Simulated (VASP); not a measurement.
# CoW3 (Pm-3m) in VASP: single point with PBE

Aim: the single point of CoW3 with PBE.

All numbers are computed with VASP 6.6.1; they aren't measurements. Logs are shortened: lines on timing, memory, paths and dates and some standing lists are left out, and cuts for length are marked.

**1. The cell of the first run**

The structure is cubic, space group Pm-3m (No. 221). The conventional cell has a = 3.899 Å, b = 3.899 Å, c = 3.899 Å, α = 90.00°, β = 90.00°, γ = 90.00°. Within 3.6 Å of Co (site symmetry m-3m) lie 12 W at 2.76 Å. W (site symmetry 4/mmm) has 4 Co at 2.76 Å and 8 W at 2.76 Å within 3.6 Å.

**2. Single point, PBE**

Input file INCAR:

```
PREC = Accurate ; ENCUT = 600
EDIFF = 1E-6 ; ISMEAR = 0
SIGMA = 0.15 ; LREAL = F
LASPH = T ; NELM = 120
ALGO = Normal ; ISIF = 2
LWAVE = F ; LCHARG = T
GGA = PE ; LELF = T
LVHAR = T ; NBANDS = 34
GGA_COMPAT = F
```

Input file KPOINTS:

```
Automatic mesh
0
Gamma
  10 10 10
```

Input file POSCAR:

```
CoW3
1.0
    3.8992073960      0.0000000000      0.0000000000
    0.0000000000      3.8992073960      0.0000000000
    0.0000000000      0.0000000000      3.8992073960
Co W
1 3
Direct
    0.0000000000      0.0000000000      0.0000000000
    0.0000000000      0.5000000000      0.5000000000
    0.5000000000      0.0000000000      0.5000000000
    0.5000000000      0.5000000000      0.0000000000
```

Potentials or basis: VASP PAW PBE potentials, release 64 (Co, W_sv).

Launch:

```bash
> cat potpaw_PBE.64/Co/POTCAR potpaw_PBE.64/W_sv/POTCAR > POTCAR
> mpirun -np 1 vasp_std > vasp.out
```

OUTCAR:

```text
PREC = Accurate
   ENCUT = 600
   EDIFF = 1E-6
   ISMEAR = 0
   LREAL = F
   LASPH = T
   NELM = 120
   ISIF = 2
   GGA = PE

 ion  position               nearest neighbor table
   1  0.000  0.000  0.000-   2 2.76   3 2.76   4 2.76   2 2.76   3 2.76   2 2.76   4 2.76   2 2.76
                             3 2.76   4 2.76   3 2.76   4 2.76
   2  0.000  0.500  0.500-   1 2.76   3 2.76   4 2.76   1 2.76   4 2.76   1 2.76   3 2.76   1 2.76
                             3 2.76   4 2.76   4 2.76   3 2.76
   3  0.500  0.000  0.500-   1 2.76   2 2.76   4 2.76   1 2.76   4 2.76   2 2.76   4 2.76   4 2.76
                             1 2.76   2 2.76   1 2.76   2 2.76
   4  0.500  0.500  0.000-   1 2.76   2 2.76   3 2.76   2 2.76   3 2.76   1 2.76   3 2.76   3 2.76
                             1 2.76   2 2.76   2 2.76   1 2.76

  LATTYP: Found a simple cubic cell.
 ALAT       =     3.8992073960

  Lattice vectors:

 A1 = (   3.8992073960,   0.0000000000,   0.0000000000)
 A2 = (   0.0000000000,   3.8992073960,   0.0000000000)
 A3 = (   0.0000000000,   0.0000000000,   3.8992073960)

Analysis of symmetry for initial positions (statically):
=====================================================================
 Subroutine PRICEL returns:
 Original cell was already a primitive cell.

 Routine SETGRP: Setting up the symmetry group for a
 simple cubic supercell.

 Subroutine GETGRP returns: Found 48 space group operations
 (whereof 48 operations were pure point group operations)
 out of a pool of 48 trial point group operations.

The static configuration has the point symmetry O_h .

Analysis of symmetry for dynamics (positions and initial velocities):
=====================================================================
 Subroutine PRICEL returns:
 Original cell was already a primitive cell.

 Routine SETGRP: Setting up the symmetry group for a
 simple cubic supercell.

 Subroutine GETGRP returns: Found 48 space group operations
 (whereof 48 operations were pure point group operations)
 out of a pool of 48 trial point group operations.

The dynamic configuration has the point symmetry O_h .

 Subroutine INISYM returns: Found 48 space group operations
 (whereof 48 operations are pure point group operations),
 and found     1 'primitive' translations

----------------------------------------------------------------------------------------

                                     Primitive cell

  volume of cell :      59.2828

  direct lattice vectors                    reciprocal lattice vectors
     3.899207396  0.000000000  0.000000000     0.256462378  0.000000000  0.000000000
     0.000000000  3.899207396  0.000000000     0.000000000  0.256462378  0.000000000
     0.000000000  0.000000000  3.899207396     0.000000000  0.000000000  0.256462378

  length of vectors
     3.899207396  3.899207396  3.899207396     0.256462378  0.256462378  0.256462378

  position of ions in fractional coordinates (direct lattice)
     0.000000000  0.000000000  0.000000000
     0.000000000  0.500000000  0.500000000
     0.500000000  0.000000000  0.500000000
     0.500000000  0.500000000  0.000000000

  ion indices of the primitive-cell ions
   primitive index   ion index
                 1           1
                 2           2
                 3           3
                 4           4

----------------------------------------------------------------------------------------

 KPOINTS: Automatic mesh

Automatic generation of k-mesh.
 Grid dimensions read from file:
 generate k-points for:   10   10   10

 Generating k-lattice:

  Cartesian coordinates                     Fractional coordinates (reciprocal lattice)
     0.025646238  0.000000000  0.000000000     0.100000000  0.000000000  0.000000000
     0.000000000  0.025646238  0.000000000     0.000000000  0.100000000  0.000000000
     0.000000000  0.000000000  0.025646238     0.000000000  0.000000000  0.100000000

  Length of vectors
     0.025646238  0.025646238  0.025646238

  Shift w.r.t. Gamma in fractional coordinates (k-lattice)
     0.000000000  0.000000000  0.000000000

 Subroutine IBZKPT returns following result:
 ===========================================

 Found     56 irreducible k-points:

 Following reciprocal coordinates:
            Coordinates               Weight
  0.000000  0.000000  0.000000      1.000000
  0.100000  0.000000  0.000000      6.000000
  0.200000  0.000000  0.000000      6.000000
  0.300000  0.000000  0.000000      6.000000
  0.400000  0.000000  0.000000      6.000000
  0.500000  0.000000  0.000000      3.000000
[... 16 lines left out ...]
  0.200000  0.100000  0.100000     24.000000
  0.300000  0.100000  0.100000     24.000000
 [... further k-points ...]
   k-points           NKPTS =     56   k-points in BZ     NKDIM =     56   number of bands    NBANDS=     34
   number of dos      NEDOS =    301   number of ions     NIONS =      4
   total plane-waves  NPLWV =  32768
   dimension x,y,z NGX =    32 NGY =   32 NGZ =   32
   dimension x,y,z NGXF=    64 NGYF=   64 NGZF=   64
   ions per type =               1   3
   NGX,Y,Z   is equivalent  to a cutoff of  13.64, 13.64, 13.64 a.u.
   NGXF,Y,Z  is equivalent  to a cutoff of  27.29, 27.29, 27.29 a.u.
 SYSTEM =  unknown system
   PREC   = accura    normal or accurate (medium, high low for compatibility)
   ISTART =      0    job   : 0-new  1-cont  2-samecut
   ICHARG =      2    charge: 1-file 2-atom 10-const
   ISPIN  =      1    spin polarized calculation?
   LNONCOLLINEAR =      F non collinear calculations
   LSORBIT =      F    spin-orbit coupling
   LASPH  =      T    aspherical Exc in radial PAW
   ENCUT  =  600.0 eV  44.10 Ry    6.64 a.u.   7.79  7.79  7.79*2*pi/ulx,y,z
   NELM   =    120;   NELMIN=  2; NELMDL= -5     # of ELM steps
   EDIFF  = 0.1E-05   stopping-criterion for ELM
   LREAL  =      F    real-space projection
   EDIFFG = 0.1E-04   stopping-criterion for IOM
   NSW    =      0    number of steps for IOM
   IBRION =     -1    ionic relax: 0-MD 1-quasi-New 2-CG
   NFREE  =      0    steps in history (QN), initial steepest desc. (CG)
   ISIF   =      2    stress and relaxation
   ISYM   =      2    0-nonsym 1-usesym 2-fastsym
   POTIM  = 0.5000    time-step for ionic-motion
   TEBEG  =    0.0;   TEEND  =   0.0 temperature during run
   PSTRESS=    0.0 pullay stress
   NELECT =      51.0000    total number of electrons
   NUPDOWN=      -1.0000    fix difference up-down
   EMIN   =  10.00;   EMAX   =-10.00  energy-range for DOS
   EFERMI =   0.00;   METHOD = LEGACY
   ISMEAR =     0;   SIGMA  =   0.15  broadening in eV -4-tet -1-fermi 0-gaus
   EFERMI_NEDOS =   21; number of points for ismear=-14 and -15
   IALGO  =     38    algorithm
   IMIX   =      4    mixing-type and parameters
     AMIX     =   0.40;   BMIX     =  1.00
     AMIX_MAG =   1.60;   BMIX_MAG =  1.00
  volume/ion in A,a.u.               =      14.82       100.02
  Fermi-wavevector in a.u.,A,eV,Ry     =   1.557000  2.942303 32.983901  2.424248
  Thomas-Fermi vector in A             =   2.660714
   LORBIT       =      0    0 simple, 1 ext, 2 COOP (PROOUT), +10 PAW based schemes
   GGA     = PE    functional components
   LHFCALC =     F    Hartree Fock is set to
   AEXX    =    0.0000 exact exchange contribution
   IVDW    =     0    specifies the selected vdW correction
   LEPSILON=     F    determine dielectric tensor
   LRPA    =     F    only Hartree local field effects (RPA)
 non-spin polarized calculation
 Gauss-broadening in eV      SIGMA  =   0.15
  energy-cutoff  :      600.00
  volume of cell :       59.28
 maximum number of plane-waves:      2000
 NGX is ok and might be reduce to    32
   NGX = 15   NGY = 15   NGZ = 15

 number of electron      51.0000017 magnetization

 Free energy of the ion-electron system (eV)
  ---------------------------------------------------
  ext. energy  EPLUGINS =         0.00000000
  ---------------------------------------------------
  free energy    TOTEN  =       -44.87042980 eV

  energy without entropy =      -44.81371849  energy(sigma->0) =      -44.84207415

 E-fermi :  10.5284     XC(G=0): -13.4990

 val. band max:       10.5279428690   @ k =   0.5000   0.3000   0.1000
 cond. band min:      10.5299212477   @ k =   0.5000   0.1000   0.1000
 fundamental gap:      0.0019783787
 Fermi energy:        10.5284124791

 k-point     1 :       0.0000    0.0000    0.0000
  band No.  band energies     occupation
      1     -63.1488      2.00000
      2     -62.9850      2.00000
      3     -62.9850      2.00000
      4     -27.8312      2.00000
      5     -27.8312      2.00000
      6     -27.8312      2.00000
[... 26 lines left out ...]
     33      16.2652      0.00000
     34      17.1090      0.00000

 k-point     2 :       0.1000    0.0000    0.0000
  band No.  band energies     occupation
      1     -63.1453      2.00000
      2     -62.9886      2.00000
      3     -62.9851      2.00000
      4     -27.8171      2.00000
      5     -27.8171      2.00000
      6     -27.8094      2.00000
[... 26 lines left out ...]
     33      15.9987      0.00000
     34      17.0992      0.00000

 k-point     3 :       0.2000    0.0000    0.0000
  band No.  band energies     occupation
      1     -63.1351      2.00000
      2     -62.9988      2.00000
      3     -62.9850      2.00000
      4     -27.7775      2.00000
      5     -27.7775      2.00000
      6     -27.7452      2.00000
[... 26 lines left out ...]
     33      15.3235      0.00000
     34      17.1124      0.00000

 k-point     4 :       0.3000    0.0000    0.0000
  band No.  band energies     occupation
      1     -63.1199      2.00000
      2     -63.0140      2.00000
      3     -62.9848      2.00000
      4     -27.7211      2.00000
      5     -27.7211      2.00000
      6     -27.6430      2.00000
[... 26 lines left out ...]
     33      14.8730      0.00000
     34      17.1154      0.00000

 k-point     5 :       0.4000    0.0000    0.0000
  band No.  band energies     occupation
      1     -63.1032      2.00000
      2     -63.0307      2.00000
      3     -62.9847      2.00000
      4     -27.6656      2.00000
      5     -27.6656      2.00000
      6     -27.5114      2.00000
[... 621 lines left out ...]
 k-point    22 :       0.1000    0.1000    0.1000
  band No.  band energies     occupation
      1     -63.1384      2.00000
      2     -62.9902      2.00000
      3     -62.9902      2.00000
      4     -27.8437      2.00000
      5     -27.7529      2.00000
      6     -27.7529      2.00000
[... 26 lines left out ...]
     33      15.3192      0.00000
     34      16.8070      0.00000

 k-point    23 :       0.2000    0.1000    0.1000
  band No.  band energies     occupation
      1     -63.1287      2.00000
      2     -63.0000      2.00000
      3     -62.9902      2.00000
      4     -27.8351      2.00000
      5     -27.7153      2.00000
      6     -27.6684      2.00000
[... 26 lines left out ...]
     33      14.9499      0.00000
     34      16.5927      0.00000

 k-point    24 :       0.3000    0.1000    0.1000
  band No.  band energies     occupation
      1     -63.1140      2.00000
      2     -63.0146      2.00000
      3     -62.9900      2.00000
      4     -27.7949      2.00000
      5     -27.6595      2.00000
      6     -27.5731      2.00000
[... 26 lines left out ...]
     33      14.6084      0.00000
     34      16.3169      0.00000

 [... further k-points ...]

------------------------ aborting loop because EDIFF is reached ----------------------------------------

  FORCE on cell =-STRESS in cart. coord.  units (eV):
  Direction    XX          YY          ZZ          XY          YZ          ZX
  --------------------------------------------------------------------------------------
  -------------------------------------------------------------------------------------
  Total        0.1948973      0.1948973      0.1948973     -0.0000000      0.0000000      0.0000000
  in kB        5.2672927      5.2672927      5.2672927     -0.0000000      0.0000000      0.0000000
  external PRESSURE =       5.2672927 kB  Pullay stress =       0.0000000 kB

 VOLUME and BASIS-vectors are now :
 -----------------------------------------------------------------------------
  energy-cutoff  :      600.00
  volume of cell :       59.28
      direct lattice vectors                 reciprocal lattice vectors
     3.899207396  0.000000000  0.000000000     0.256462378  0.000000000  0.000000000
     0.000000000  3.899207396  0.000000000     0.000000000  0.256462378  0.000000000
     0.000000000  0.000000000  3.899207396     0.000000000  0.000000000  0.256462378

 POSITION                                       TOTAL-FORCE (eV/Angst)
 -----------------------------------------------------------------------------------
      0.00000      0.00000      0.00000         0.000000      0.000000      0.000000
      0.00000      1.94960      1.94960         0.000000      0.000000      0.000000
      1.94960      0.00000      1.94960         0.000000      0.000000      0.000000
      1.94960      1.94960      0.00000         0.000000      0.000000      0.000000
 -----------------------------------------------------------------------------------
    total drift:                                0.000000     -0.000000     -0.000000

  FREE ENERGIE OF THE ION-ELECTRON SYSTEM (eV)
  ---------------------------------------------------
  free  energy   TOTEN  =       -44.8704298020 eV

  energy  without entropy=      -44.8137184919  energy(sigma->0) =      -44.84207415
```

Wall time 58 s (1 thread of Intel Xeon Platinum 8488C (Sapphire Rapids), shared host); peak memory 0.25 GiB.

Results:

| Quantity | Value |
| --- | --- |
| Free energy | -44.8704 eV |
| Pressure | 0.5 GPa |

Caveat: spin-orbit coupling is left out, which moves the levels of the heavy elements.
